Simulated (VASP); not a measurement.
# Rb (Im-3m) in VASP: single point with revPBE

Aim: the single point of Rb with revPBE.

Program: VASP 6.6.1. These are calculated values, not measurements. Logs are shortened: lines on timing, memory, paths and dates and some standing lists are left out, and cuts for length are marked.

## 1. The cell of the first run

It takes space group Im-3m (No. 229, cubic). Conventional cell: a = 5.837 Å, b = 5.837 Å, c = 5.837 Å, α = 90.00°, β = 90.00°, γ = 90.00°.

## 2. Single point, revPBE

File INCAR:

```
PREC = Accurate
ENCUT = 500
EDIFF = 1E-6
ISMEAR = -1
SIGMA = 0.1
LREAL = False
LASPH = True
NELM = 120
ALGO = Normal
ISIF = 2
LWAVE = False
LCHARG = False
GGA = RE
NBANDS = 10
GGA_COMPAT = False
```

File KPOINTS:

```
regular mesh
0
Gamma
  4 4 4
```

File POSCAR:

```
Rb
1.0
   -2.9183853751      2.9183853751      2.9183853751
    2.9183853751     -2.9183853751      2.9183853751
    2.9183853751      2.9183853751     -2.9183853751
Rb
1
Direct
    0.0000000000      0.0000000000      0.0000000000
```

Potentials or basis: VASP PAW PBE potentials, release 64 (Rb_sv).

Started as:

```sh
> cat potpaw_PBE.64/Rb_sv/POTCAR > POTCAR
> mpirun -np 1 vasp_std > vasp.out
```

OUTCAR:

```text
PREC = Accurate
   ENCUT = 500
   EDIFF = 1E-6
   ISMEAR = -1
   LREAL = False
   LASPH = True
   NELM = 120
   ISIF = 2
   GGA = RE

 ion  position               nearest neighbor table
   1  0.000  0.000  0.000-

  LATTYP: Found a body centered cubic cell.
 ALAT       =     5.8367707502

  Lattice vectors:

 A1 = (  -2.9183853751,   2.9183853751,   2.9183853751)
 A2 = (   2.9183853751,  -2.9183853751,   2.9183853751)
 A3 = (   2.9183853751,   2.9183853751,  -2.9183853751)

Analysis of symmetry for initial positions (statically):
=====================================================================
 Subroutine PRICEL returns:
 Original cell was already a primitive cell.

 Routine SETGRP: Setting up the symmetry group for a
 body centered cubic supercell.

 Subroutine GETGRP returns: Found 48 space group operations
 (whereof 48 operations were pure point group operations)
 out of a pool of 48 trial point group operations.

The static configuration has the point symmetry O_h .

Analysis of symmetry for dynamics (positions and initial velocities):
=====================================================================
 Subroutine PRICEL returns:
 Original cell was already a primitive cell.

 Routine SETGRP: Setting up the symmetry group for a
 body centered cubic supercell.

 Subroutine GETGRP returns: Found 48 space group operations
 (whereof 48 operations were pure point group operations)
 out of a pool of 48 trial point group operations.

The dynamic configuration has the point symmetry O_h .

 Subroutine INISYM returns: Found 48 space group operations
 (whereof 48 operations are pure point group operations),
 and found     1 'primitive' translations

----------------------------------------------------------------------------------------

                                     Primitive cell

  volume of cell :      99.4232

  direct lattice vectors                    reciprocal lattice vectors
    -2.918385375  2.918385375  2.918385375     0.000000000  0.171327613  0.171327613
     2.918385375 -2.918385375  2.918385375     0.171327613  0.000000000  0.171327613
     2.918385375  2.918385375 -2.918385375     0.171327613  0.171327613  0.000000000

  length of vectors
     5.054791746  5.054791746  5.054791746     0.242293834  0.242293834  0.242293834

  position of ions in fractional coordinates (direct lattice)
     0.000000000  0.000000000  0.000000000

  ion indices of the primitive-cell ions
   primitive index   ion index
                 1           1

----------------------------------------------------------------------------------------

 KPOINTS: regular mesh

Automatic generation of k-mesh.
 Grid dimensions read from file:
 generate k-points for:    4    4    4

 Generating k-lattice:

  Cartesian coordinates                     Fractional coordinates (reciprocal lattice)
     0.000000000  0.042831903  0.042831903     0.250000000  0.000000000  0.000000000
     0.042831903  0.000000000  0.042831903     0.000000000  0.250000000  0.000000000
     0.042831903  0.042831903  0.000000000     0.000000000  0.000000000  0.250000000

  Length of vectors
     0.060573458  0.060573458  0.060573458

  Shift w.r.t. Gamma in fractional coordinates (k-lattice)
     0.000000000  0.000000000  0.000000000

 Subroutine IBZKPT returns following result:
 ===========================================

 Found      8 irreducible k-points:

 Following reciprocal coordinates:
            Coordinates               Weight
  0.000000  0.000000  0.000000      1.000000
  0.250000  0.000000  0.000000     12.000000
  0.500000  0.000000  0.000000      6.000000
  0.250000  0.250000  0.000000     24.000000
  0.250000  0.250000  0.250000      2.000000
 -0.250000  0.250000  0.250000      6.000000
  0.500000  0.500000  0.250000     12.000000
  0.500000  0.500000  0.500000      1.000000
   k-points           NKPTS =      8   k-points in BZ     NKDIM =      8   number of bands    NBANDS=     10
   number of dos      NEDOS =    301   number of ions     NIONS =      1
   total plane-waves  NPLWV =  64000
   dimension x,y,z NGX =    40 NGY =   40 NGZ =   40
   dimension x,y,z NGXF=    80 NGYF=   80 NGZF=   80
   ions per type =               1
   NGX,Y,Z   is equivalent  to a cutoff of  13.16, 13.16, 13.16 a.u.
   NGXF,Y,Z  is equivalent  to a cutoff of  26.31, 26.31, 26.31 a.u.
 SYSTEM =  unknown system
   PREC   = accura    normal or accurate (medium, high low for compatibility)
   ISTART =      0    job   : 0-new  1-cont  2-samecut
   ICHARG =      2    charge: 1-file 2-atom 10-const
   ISPIN  =      1    spin polarized calculation?
   LNONCOLLINEAR =      F non collinear calculations
   LSORBIT =      F    spin-orbit coupling
   LASPH  =      T    aspherical Exc in radial PAW
   ENCUT  =  500.0 eV  36.75 Ry    6.06 a.u.   9.22  9.22  9.22*2*pi/ulx,y,z
   NELM   =    120;   NELMIN=  2; NELMDL= -5     # of ELM steps
   EDIFF  = 0.1E-05   stopping-criterion for ELM
   LREAL  =      F    real-space projection
   EDIFFG = 0.1E-04   stopping-criterion for IOM
   NSW    =      0    number of steps for IOM
   IBRION =     -1    ionic relax: 0-MD 1-quasi-New 2-CG
   NFREE  =      0    steps in history (QN), initial steepest desc. (CG)
   ISIF   =      2    stress and relaxation
   ISYM   =      2    0-nonsym 1-usesym 2-fastsym
   POTIM  = 0.5000    time-step for ionic-motion
   TEBEG  =    0.0;   TEEND  =   0.0 temperature during run
   PSTRESS=    0.0 pullay stress
   NELECT =       9.0000    total number of electrons
   NUPDOWN=      -1.0000    fix difference up-down
   EMIN   =  10.00;   EMAX   =-10.00  energy-range for DOS
   EFERMI =   0.00;   METHOD = LEGACY
   ISMEAR =    -1;   SIGMA  =   0.10  broadening in eV -4-tet -1-fermi 0-gaus
   EFERMI_NEDOS =   21; number of points for ismear=-14 and -15
   IALGO  =     38    algorithm
   IMIX   =      4    mixing-type and parameters
     AMIX     =   0.40;   BMIX     =  1.00
     AMIX_MAG =   1.60;   BMIX_MAG =  1.00
  volume/ion in A,a.u.               =      99.42       670.94
  Fermi-wavevector in a.u.,A,eV,Ry     =   0.735066  1.389073  7.351528  0.540322
  Thomas-Fermi vector in A             =   1.828172
   LORBIT       =      0    0 simple, 1 ext, 2 COOP (PROOUT), +10 PAW based schemes
   GGA     = RE    functional components
   LHFCALC =     F    Hartree Fock is set to
   AEXX    =    0.0000 exact exchange contribution
   IVDW    =     0    specifies the selected vdW correction
   LEPSILON=     F    determine dielectric tensor
   LRPA    =     F    only Hartree local field effects (RPA)
 non-spin polarized calculation
  energy-cutoff  :      500.00
  volume of cell :       99.42
 maximum number of plane-waves:      2550
 NGX is ok and might be reduce to    40
   NGX = 19   NGY = 19   NGZ = 19

 number of electron       9.0000000 magnetization

 Free energy of the ion-electron system (eV)
  ---------------------------------------------------
  ext. energy  EPLUGINS =         0.00000000
  ---------------------------------------------------
  free energy    TOTEN  =        -0.81802729 eV

  energy without entropy =       -0.76155613  energy(sigma->0) =       -0.78979171

 E-fermi :  -0.0793     XC(G=0):  -5.1466

 val. band max:       -0.0906725780   @ k =   0.2500   0.2500   0.0000
 cond. band min:       0.2057207519   @ k =   0.5000   0.0000   0.0000
 fundamental gap:      0.2963933299
 Fermi energy:        -0.0792577355

 k-point     1 :       0.0000    0.0000    0.0000
  band No.  band energies     occupation
      1     -29.0696      2.00000
      2     -13.1263      2.00000
      3     -13.1263      2.00000
      4     -13.1263      2.00000
      5      -1.9162      2.00000
      6       3.5707      0.00000
      7       3.5707      0.00000
      8       3.5707      0.00000
      9       4.4227      0.00000
     10       4.4227      0.00000

 k-point     2 :       0.2500    0.0000    0.0000
  band No.  band energies     occupation
      1     -29.0683      2.00000
      2     -13.1606      2.00000
      3     -13.1379      2.00000
      4     -13.1263      2.00000
      5      -1.2612      1.99999
      6       2.3492      0.00000
      7       2.9280      0.00000
      8       4.1617      0.00000
      9       4.2567      0.00000
     10       4.3222      0.00000

 k-point     3 :       0.5000    0.0000    0.0000
  band No.  band energies     occupation
      1     -29.0670      2.00000
      2     -13.1942      2.00000
      3     -13.1495      2.00000
      4     -13.1262      2.00000
      5       0.2057      0.10938
      6       0.6242      0.00176
      7       2.5178      0.00000
      8       4.0469      0.00000
      9       4.8194      0.00000
     10       5.0228      0.00000

 k-point     4 :       0.2500    0.2500    0.0000
  band No.  band energies     occupation
      1     -29.0670      2.00000
      2     -13.1818      2.00000
      3     -13.1549      2.00000
      4     -13.1333      2.00000
      5      -0.0907      1.05701
      6       1.4875      0.00000
      7       1.8946      0.00000
      8       3.9125      0.00000
      9       4.2652      0.00000
     10       5.0134      0.00000

 k-point     5 :       0.2500    0.2500    0.2500
  band No.  band energies     occupation
      1     -29.0669      2.00000
      2     -13.1594      2.00000
      3     -13.1594      2.00000
      4     -13.1594      2.00000
      5       1.1845      0.00001
      6       1.1845      0.00001
      7       1.1845      0.00001
      8       2.3538      0.00000
      9       5.1267      0.00000
     10       5.1267      0.00000

 k-point     6 :      -0.2500    0.2500    0.2500
  band No.  band energies     occupation
      1     -29.0671      2.00000
      2     -13.1614      2.00000
      3     -13.1503      2.00000
      4     -13.1503      2.00000
      5      -0.6498      1.99337
      6       2.2390      0.00000
      7       2.8948      0.00000
      8       2.8948      0.00000
      9       4.1947      0.00000
     10       4.3938      0.00000

 k-point     7 :       0.5000    0.5000    0.2500
  band No.  band energies     occupation
      1     -29.0659      2.00000
      2     -13.1849      2.00000
      3     -13.1626      2.00000
      4     -13.1511      2.00000
      5       0.8427      0.00020
      6       0.8431      0.00020
      7       2.5259      0.00000
      8       2.7463      0.00000
      9       4.0093      0.00000
     10       5.4332      0.00000

 k-point     8 :       0.5000    0.5000    0.5000
  band No.  band energies     occupation
      1     -29.0649      2.00000
      2     -13.1757      2.00000
      3     -13.1757      2.00000
      4     -13.1757      2.00000
      5       1.2254      0.00000
      6       1.2254      0.00000
      7       2.9681      0.00000
      8       2.9681      0.00000
      9       2.9681      0.00000
     10       4.3770      0.00000

------------------------ aborting loop because EDIFF is reached ----------------------------------------

  FORCE on cell =-STRESS in cart. coord.  units (eV):
  Direction    XX          YY          ZZ          XY          YZ          ZX
  --------------------------------------------------------------------------------------
  -------------------------------------------------------------------------------------
  Total        0.0374497      0.0374497      0.0374497     -0.0000000     -0.0000000      0.0000000
  in kB        0.6034907      0.6034907      0.6034907     -0.0000000     -0.0000000      0.0000000
  external PRESSURE =       0.6034907 kB  Pullay stress =       0.0000000 kB

 VOLUME and BASIS-vectors are now :
 -----------------------------------------------------------------------------
  energy-cutoff  :      500.00
  volume of cell :       99.42
      direct lattice vectors                 reciprocal lattice vectors
    -2.918385375  2.918385375  2.918385375     0.000000000  0.171327613  0.171327613
     2.918385375 -2.918385375  2.918385375     0.171327613  0.000000000  0.171327613
     2.918385375  2.918385375 -2.918385375     0.171327613  0.171327613  0.000000000

 POSITION                                       TOTAL-FORCE (eV/Angst)
 -----------------------------------------------------------------------------------
      0.00000      0.00000      0.00000         0.000000     -0.000000      0.000000
 -----------------------------------------------------------------------------------
    total drift:                               -0.000000      0.000000     -0.000000

  FREE ENERGIE OF THE ION-ELECTRON SYSTEM (eV)
  ---------------------------------------------------
  free  energy   TOTEN  =        -0.8180272918 eV

  energy  without entropy=       -0.7615561275  energy(sigma->0) =       -0.78979171
```

Wall time 12 s (1 thread of Intel Xeon 8259CL, shared host); peak memory 0.23 GiB.

Results:

| Item | Value |
| --- | --- |
| Free energy | -0.8180 eV |
| Pressure | 0.1 GPa |
| Band gap on the k mesh | zero (an odd number of electrons rules out a gap without spin polarisation) |

Caveat: the k points lie up to 0.38 Å⁻¹ apart, too coarse for converged energies and pressures of a metal; the PAW data sets were made with another functional, which shifts forces and pressure a little.
